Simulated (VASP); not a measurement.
Runs of VASP 6.6.1 on TaN. The structure is that of space group P-6m2 (No. 187), or close to it. The cells are those of the table. 

```csv
task,level,spin,cell,k mesh,cutoff (eV),smearing,gap on the mesh (eV),pressure (GPa)
single point,PBEsol,off,"a = 2.924, b = 2.924, c = 2.870 Å, angles 90.0, 90.0, 120.0°, 2 atoms",18 × 18 × 14,520,fermi-dirac 0.15 eV,none,0.9
single point,PBEsol,off,"a = 2.873, b = 2.873, c = 2.830 Å, angles 90.0, 90.0, 120.0°, 2 atoms",18 × 18 × 14,600,gaussian 0.1 eV,none,21.0
relaxation of cell and atoms,PBEsol,off,"relaxed from a = 2.924, b = 2.924, c = 2.871 Å, angles 90.0, 90.0, 120.0°, 2 atoms",18 × 18 × 14,600,fermi-dirac 0.15 eV,none,0.0
single point,PBEsol,"collinear, ferromagnetic start","a = 2.938, b = 2.938, c = 2.883 Å, angles 90.0, 90.0, 120.0°, 2 atoms",6 × 6 × 6,520,gaussian 0.1 eV,none,-4.1
single point,PBEsol,off,"a = 2.924, b = 2.924, c = 2.871 Å, angles 90.0, 90.0, 120.0°, 2 atoms",24 × 24 × 24,520,gaussian 0.15 eV,none,0.9
single point,PBEsol,off,"a = 2.924, b = 2.924, c = 2.871 Å, angles 90.0, 90.0, 120.0°, 2 atoms",12 × 12 × 12,520,gaussian 0.1 eV,none,0.8
single point,PBEsol,off,"a = 2.871, b = 5.064, c = 2.924 Å, angles 30.0, 90.0, 90.0°, 2 atoms",12 × 7 × 23,520,gaussian 0.1 eV,none,0.8
single point,PBEsol,off,"a = 2.871, b = 7.736, c = 2.924 Å, angles 19.1, 90.0, 90.0°, 2 atoms",12 × 5 × 35,520,gaussian 0.1 eV,none,0.9
single point,PBE,off,"a = 2.960, b = 2.960, c = 2.904 Å, angles 90.0, 90.0, 120.0°, 2 atoms",18 × 18 × 14,520,gaussian 0.1 eV,none,(a)
single point,PBEsol,off,"a = 3.142, b = 3.142, c = 2.824 Å, angles 90.0, 90.0, 120.0°, 2 atoms",18 × 18 × 14,520,gaussian 0.1 eV,none,-31.4
single point,PBEsol,off,"a = 2.924, b = 2.924, c = 2.871 Å, angles 90.0, 90.0, 120.0°, 2 atoms",12 × 12 × 12,520,gaussian 0.15 eV,none,0.8
```

Alike in all rows: potentials or basis VASP PAW PBE potentials, release 64 (Ta_pv, N).

Question: Estimate the missing entries.

Answer: (a) -2.2.

Caveats: some runs use coarse meshes; spin-orbit coupling is left out, which moves the levels of the heavy elements; the PAW data sets were made with another functional, which shifts forces and pressure a little (some runs).

A k mesh can miss the band edges, and the runs leave out spin-orbit coupling on Ta.

A gap of «none» marks levels without a gap at the run's occupations.
